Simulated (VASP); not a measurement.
# AlIn3Sb2N2 (P4mm) in VASP: single point with PBE

Aim: the single point of AlIn3Sb2N2 with PBE.

All numbers are computed with VASP 6.6.1; they aren't measurements. Logs are shortened: lines on timing, memory, paths and dates and some standing lists are left out, and cuts for length are marked.

**1. The cell of the first run**

Symmetry: P4mm, No. 99, tetragonal system. The conventional cell has a = 4.652 Å, b = 4.652 Å, c = 8.176 Å, α = 90.00°, β = 90.00°, γ = 90.00°. Within 3.7 Å of Al (site symmetry 4mm) lie 4 Sb at 2.81 Å and 4 In at 3.05 Å and 4 N at 3.63 Å. Within 4.3 Å of In (site symmetry 4mm) lie 4 Sb at 3.25 Å and 4 In at 3.32 Å and 1 Al at 3.84 Å and 8 N at 3.92 to 4.01 Å. In (site symmetry 2mm) has 2 N at 2.34 Å and 2 Al at 3.05 Å within 3.1 Å. Sb (site symmetry 2mm) has 2 N at 2.33 Å and 2 Al at 2.81 Å within 3.1 Å. Within 3.1 Å of N (site symmetry 4mm) lie 4 Sb at 2.33 Å. Within 3.1 Å of N (site symmetry 4mm) lie 4 In at 2.34 Å.

**2. Single point, PBE**

INCAR

```
ALGO     = Normal         # electronic algorithm
EDIFF    = 1E-6           # SCF threshold, eV
ENCUT    = 520            # plane-wave cutoff, eV
GGA      = PE             # functional
ISIF     = 2              # what is computed and relaxed
ISMEAR   = 0              # smearing method
LASPH    = T              # aspherical terms in the spheres
LCHARG   = F              # write CHGCAR
LREAL    = F              # projectors in reciprocal space
LWAVE    = F              # write WAVECAR
NBANDS   = 41             # bands
NELM     = 60             # most SCF steps
PREC     = Accurate       # precision mode
SIGMA    = 0.15           # smearing width, eV
```

KPOINTS

```
k-points
0
Gamma
  3 3 2
```

POSCAR

```
AlIn3Sb2N2
1.0
    4.6522406004      0.0000000000      0.0000000000
    0.0000000000      4.6522406004      0.0000000000
    0.0000000000      0.0000000000      8.1758280204
Al In Sb N
1 3 2 2
Direct
    0.5000000000      0.5000000000      0.7334092330
    0.5000000000      0.5000000000      0.2642533217
    0.5000000000      0.0000000000     -0.0258586576
    0.0000000000      0.5000000000     -0.0258586576
    0.5000000000      0.0000000000      0.5411850069
    0.0000000000      0.5000000000      0.5411850069
    0.0000000000      0.0000000000      0.5448994631
    0.0000000000      0.0000000000      1.0031790036
```

Potentials or basis: VASP PAW PBE potentials, release 64 (Al, In_d, Sb, N).

Command:

```sh
> cat potpaw_PBE.64/Al/POTCAR potpaw_PBE.64/In_d/POTCAR potpaw_PBE.64/Sb/POTCAR potpaw_PBE.64/N/POTCAR > POTCAR
> mpirun -np 1 vasp_std > vasp.out
```

OUTCAR:

```text
EDIFF = 1E-6
   ENCUT = 520
   GGA = PE
   ISIF = 2
   ISMEAR = 0
   LASPH = T
   LREAL = F
   NELM = 60
   PREC = Accurate

 ion  position               nearest neighbor table
   1  0.500  0.500  0.733-   5 2.81   6 2.81   5 2.81   6 2.81   3 3.05   3 3.05   4 3.05   4 3.05

   2  0.500  0.500  0.264-   5 3.25   6 3.25   5 3.25   6 3.25   3 3.32   3 3.32   4 3.32   4 3.32

   3  0.500  0.000  0.974-   8 2.34   8 2.34   1 3.05   1 3.05   4 3.29   4 3.29   4 3.29   4 3.29
                             2 3.32   2 3.32   5 3.54
   4  0.000  0.500  0.974-   8 2.34   8 2.34   1 3.05   1 3.05   3 3.29   3 3.29   3 3.29   3 3.29
                             2 3.32   2 3.32   6 3.54
   5  0.500  0.000  0.541-   7 2.33   7 2.33   1 2.81   1 2.81   2 3.25   2 3.25   6 3.29   6 3.29
                             6 3.29   6 3.29   3 3.54
   6  0.000  0.500  0.541-   7 2.33   7 2.33   1 2.81   1 2.81   2 3.25   2 3.25   5 3.29   5 3.29
                             5 3.29   5 3.29   4 3.54
   7  0.000  0.000  0.545-   5 2.33   6 2.33   6 2.33   5 2.33
   8  0.000  0.000  0.003-   3 2.34   4 2.34   4 2.34   3 2.34

  LATTYP: Found a simple tetragonal cell.
 ALAT       =     4.6522406004
 C/A-ratio  =     1.7573957847

  Lattice vectors:

 A1 = (   4.6522406004,   0.0000000000,   0.0000000000)
 A2 = (   0.0000000000,   4.6522406004,   0.0000000000)
 A3 = (   0.0000000000,   0.0000000000,   8.1758280204)

Analysis of symmetry for initial positions (statically):
=====================================================================
 Subroutine PRICEL returns:
 Original cell was already a primitive cell.

 Routine SETGRP: Setting up the symmetry group for a
 simple tetragonal supercell.

 Subroutine GETGRP returns: Found  8 space group operations
 (whereof  8 operations were pure point group operations)
 out of a pool of 16 trial point group operations.

The static configuration has the point symmetry C_4v.

Analysis of symmetry for dynamics (positions and initial velocities):
=====================================================================
 Subroutine PRICEL returns:
 Original cell was already a primitive cell.

 Routine SETGRP: Setting up the symmetry group for a
 simple tetragonal supercell.

 Subroutine GETGRP returns: Found  8 space group operations
 (whereof  8 operations were pure point group operations)
 out of a pool of 16 trial point group operations.

The dynamic configuration has the point symmetry C_4v.

 Subroutine INISYM returns: Found  8 space group operations
 (whereof  8 operations are pure point group operations),
 and found     1 'primitive' translations

----------------------------------------------------------------------------------------

                                     Primitive cell

  volume of cell :     176.9522

  direct lattice vectors                    reciprocal lattice vectors
     4.652240600  0.000000000  0.000000000     0.214950190  0.000000000  0.000000000
     0.000000000  4.652240600  0.000000000     0.000000000  0.214950190  0.000000000
     0.000000000  0.000000000  8.175828020     0.000000000  0.000000000  0.122311770

  length of vectors
     4.652240600  4.652240600  8.175828020     0.214950190  0.214950190  0.122311770

  position of ions in fractional coordinates (direct lattice)
     0.500000000  0.500000000  0.733409233
     0.500000000  0.500000000  0.264253322
     0.500000000  0.000000000  0.974141342
     0.000000000  0.500000000  0.974141342
     0.500000000  0.000000000  0.541185007
     0.000000000  0.500000000  0.541185007
     0.000000000  0.000000000  0.544899463
     0.000000000  0.000000000  0.003179004

  ion indices of the primitive-cell ions
   primitive index   ion index
                 1           1
                 2           2
                 3           3
                 4           4
                 5           5
                 6           6
                 7           7
                 8           8

----------------------------------------------------------------------------------------

 KPOINTS: k-points

Automatic generation of k-mesh.
 Grid dimensions read from file:
 generate k-points for:    3    3    2

 Generating k-lattice:

  Cartesian coordinates                     Fractional coordinates (reciprocal lattice)
     0.071650063  0.000000000  0.000000000     0.333333333  0.000000000  0.000000000
     0.000000000  0.071650063  0.000000000     0.000000000  0.333333333  0.000000000
     0.000000000  0.000000000  0.061155885     0.000000000  0.000000000  0.500000000

  Length of vectors
     0.071650063  0.071650063  0.061155885

  Shift w.r.t. Gamma in fractional coordinates (k-lattice)
     0.000000000  0.000000000  0.000000000

 Subroutine IBZKPT returns following result:
 ===========================================

 Found      6 irreducible k-points:

 Following reciprocal coordinates:
            Coordinates               Weight
  0.000000  0.000000  0.000000      1.000000
  0.333333  0.000000  0.000000      4.000000
  0.333333  0.333333  0.000000      4.000000
  0.000000  0.000000  0.500000      1.000000
  0.333333  0.000000  0.500000      4.000000
  0.333333  0.333333  0.500000      4.000000
   k-points           NKPTS =      6   k-points in BZ     NKDIM =      6   number of bands    NBANDS=     41
   number of dos      NEDOS =    301   number of ions     NIONS =      8
   total plane-waves  NPLWV =  82944
   dimension x,y,z NGX =    36 NGY =   36 NGZ =   64
   dimension x,y,z NGXF=    72 NGYF=   72 NGZF=  128
   ions per type =               1   3   2   2
   NGX,Y,Z   is equivalent  to a cutoff of  12.86, 12.86, 13.01 a.u.
   NGXF,Y,Z  is equivalent  to a cutoff of  25.73, 25.73, 26.03 a.u.
 SYSTEM =  unknown system
   PREC   = accura    normal or accurate (medium, high low for compatibility)
   ISTART =      0    job   : 0-new  1-cont  2-samecut
   ICHARG =      2    charge: 1-file 2-atom 10-const
   ISPIN  =      1    spin polarized calculation?
   LNONCOLLINEAR =      F non collinear calculations
   LSORBIT =      F    spin-orbit coupling
   LASPH  =      T    aspherical Exc in radial PAW
   ENCUT  =  520.0 eV  38.22 Ry    6.18 a.u.   8.65  8.65 15.20*2*pi/ulx,y,z
   NELM   =     60;   NELMIN=  2; NELMDL= -5     # of ELM steps
   EDIFF  = 0.1E-05   stopping-criterion for ELM
   LREAL  =      F    real-space projection
[... 7 lines left out ...]
   TEBEG  =    0.0;   TEEND  =   0.0 temperature during run
   PSTRESS=    0.0 pullay stress
   NELECT =      62.0000    total number of electrons
   NUPDOWN=      -1.0000    fix difference up-down
   EMIN   =  10.00;   EMAX   =-10.00  energy-range for DOS
   EFERMI =   0.00;   METHOD = LEGACY
   ISMEAR =     0;   SIGMA  =   0.15  broadening in eV -4-tet -1-fermi 0-gaus
   EFERMI_NEDOS =   21; number of points for ismear=-14 and -15
   IALGO  =     38    algorithm
   IMIX   =      4    mixing-type and parameters
     AMIX     =   0.40;   BMIX     =  1.00
     AMIX_MAG =   1.60;   BMIX_MAG =  1.00
  volume/ion in A,a.u.               =      22.12       149.27
  Fermi-wavevector in a.u.,A,eV,Ry     =   1.154126  2.180983 18.123065  1.332008
  Thomas-Fermi vector in A             =   2.290765
   LORBIT       =      0    0 simple, 1 ext, 2 COOP (PROOUT), +10 PAW based schemes
   GGA     = PE    functional components
   LHFCALC =     F    Hartree Fock is set to
   AEXX    =    0.0000 exact exchange contribution
   IVDW    =     0    specifies the selected vdW correction
   LEPSILON=     F    determine dielectric tensor
   LRPA    =     F    only Hartree local field effects (RPA)
 non-spin polarized calculation
 Gauss-broadening in eV      SIGMA  =   0.15
  energy-cutoff  :      520.00
  volume of cell :      176.95
 maximum number of plane-waves:      4791
 NGX is ok and might be reduce to    36
   NGX = 17   NGY = 17   NGZ = 31

 number of electron      61.9999977 magnetization

 Free energy of the ion-electron system (eV)
  ---------------------------------------------------
  ext. energy  EPLUGINS =         0.00000000
  ---------------------------------------------------
  free energy    TOTEN  =       -31.85101275 eV

  energy without entropy =      -31.82763041  energy(sigma->0) =      -31.83932158

 E-fermi :   6.5551     XC(G=0):  -9.8442

 val. band max:        6.4982112893   @ k =   0.0000   0.0000   0.0000
 cond. band min:       6.6169206617   @ k =   0.0000   0.0000   0.0000
 fundamental gap:      0.1187093724
 Fermi energy:         6.5550982537

 k-point     1 :       0.0000    0.0000    0.0000
  band No.  band energies     occupation
      1      -8.9722      2.00000
      2      -8.2514      2.00000
      3      -8.2514      2.00000
      4      -8.2480      2.00000
      5      -8.2236      2.00000
      6      -8.1866      2.00000
[... 33 lines left out ...]
     40      11.4147      0.00000
     41      11.6250      0.00000

 k-point     2 :       0.3333    0.0000    0.0000
  band No.  band energies     occupation
      1      -8.6735      2.00000
      2      -8.2448      2.00000
      3      -8.2310      2.00000
      4      -8.1916      2.00000
      5      -8.1688      2.00000
      6      -8.1492      2.00000
[... 33 lines left out ...]
     40      11.5138      0.00000
     41      11.7633      0.00000

 k-point     3 :       0.3333    0.3333    0.0000
  band No.  band energies     occupation
      1      -8.3736      2.00000
      2      -8.2421      2.00000
      3      -8.2065      2.00000
      4      -8.1912      2.00000
      5      -8.1634      2.00000
      6      -8.1469      2.00000
[... 33 lines left out ...]
     40      11.4598      0.00000
     41      11.6916      0.00000

 k-point     4 :       0.0000    0.0000    0.5000
  band No.  band energies     occupation
      1      -8.9722      2.00000
      2      -8.2633      2.00000
      3      -8.2501      2.00000
      4      -8.2501      2.00000
      5      -8.2236      2.00000
      6      -8.1858      2.00000
[... 33 lines left out ...]
     40      11.2539      0.00000
     41      11.2539      0.00000

 k-point     5 :       0.3333    0.0000    0.5000
  band No.  band energies     occupation
      1      -8.6735      2.00000
      2      -8.2437      2.00000
      3      -8.2362      2.00000
      4      -8.1860      2.00000
      5      -8.1737      2.00000
      6      -8.1493      2.00000
[... 33 lines left out ...]
     40      11.3273      0.00000
     41      11.8349      0.00000

 k-point     6 :       0.3333    0.3333    0.5000
  band No.  band energies     occupation
      1      -8.3740      2.00000
      2      -8.2444      2.00000
      3      -8.2055      2.00000
      4      -8.1898      2.00000
      5      -8.1646      2.00000
      6      -8.1479      2.00000
[... 33 lines left out ...]
     40      11.4937      0.00000
     41      11.7645      0.00000

------------------------ aborting loop because EDIFF is reached ----------------------------------------

  FORCE on cell =-STRESS in cart. coord.  units (eV):
  Direction    XX          YY          ZZ          XY          YZ          ZX
  --------------------------------------------------------------------------------------
  -------------------------------------------------------------------------------------
  Total       -0.0515135     -0.0515135     -0.0887071      0.0000000      0.0000000      0.0000000
  in kB       -0.4664185     -0.4664185     -0.8031797      0.0000000      0.0000000      0.0000000
  external PRESSURE =      -0.5786723 kB  Pullay stress =       0.0000000 kB

 VOLUME and BASIS-vectors are now :
 -----------------------------------------------------------------------------
  energy-cutoff  :      520.00
  volume of cell :      176.95
      direct lattice vectors                 reciprocal lattice vectors
     4.652240600  0.000000000  0.000000000     0.214950190  0.000000000  0.000000000
     0.000000000  4.652240600  0.000000000     0.000000000  0.214950190  0.000000000
     0.000000000  0.000000000  8.175828020     0.000000000  0.000000000  0.122311770

 POSITION                                       TOTAL-FORCE (eV/Angst)
 -----------------------------------------------------------------------------------
      2.32612      2.32612      5.99623         0.000000      0.000000      0.056707
      2.32612      2.32612      2.16049        -0.000000     -0.000000      0.012891
      2.32612      0.00000      7.96441         0.000000      0.000000     -0.012578
      0.00000      2.32612      7.96441         0.000000     -0.000000     -0.012578
      2.32612      0.00000      4.42464         0.000000     -0.000000     -0.012662
      0.00000      2.32612      4.42464         0.000000     -0.000000     -0.012662
      0.00000      0.00000      4.45500         0.000000     -0.000000     -0.034663
      0.00000      0.00000      0.02599         0.000000     -0.000000      0.015544
 -----------------------------------------------------------------------------------
    total drift:                                0.000000      0.000000     -0.001963

  FREE ENERGIE OF THE ION-ELECTRON SYSTEM (eV)
  ---------------------------------------------------
  free  energy   TOTEN  =       -31.8510127489 eV

  energy  without entropy=      -31.8276304068  energy(sigma->0) =      -31.83932158
```

Run time: 26 s. Hardware: 1 thread of Intel Xeon 6975P-C (Granite Rapids), shared host; peak memory 0.29 GiB.

Results:

* Free energy: -31.8510 eV
* Pressure: -0.1 GPa
* Largest force: 0.057 eV/Å
* Band gap on the k mesh: 0.12 eV, direct

Forces on the atoms (eV/Å):
```
Al   0.000  0.000  0.057
In   0.000  0.000  0.013
In   0.000  0.000 -0.013
In   0.000  0.000 -0.013
Sb   0.000  0.000 -0.013
Sb   0.000  0.000 -0.013
N    0.000  0.000 -0.035
N    0.000  0.000  0.016
```

Caveat: the k points lie up to 0.45 Å⁻¹ apart; spin-orbit coupling is left out, which moves the levels of the heavy elements. A k mesh can miss the band edges.
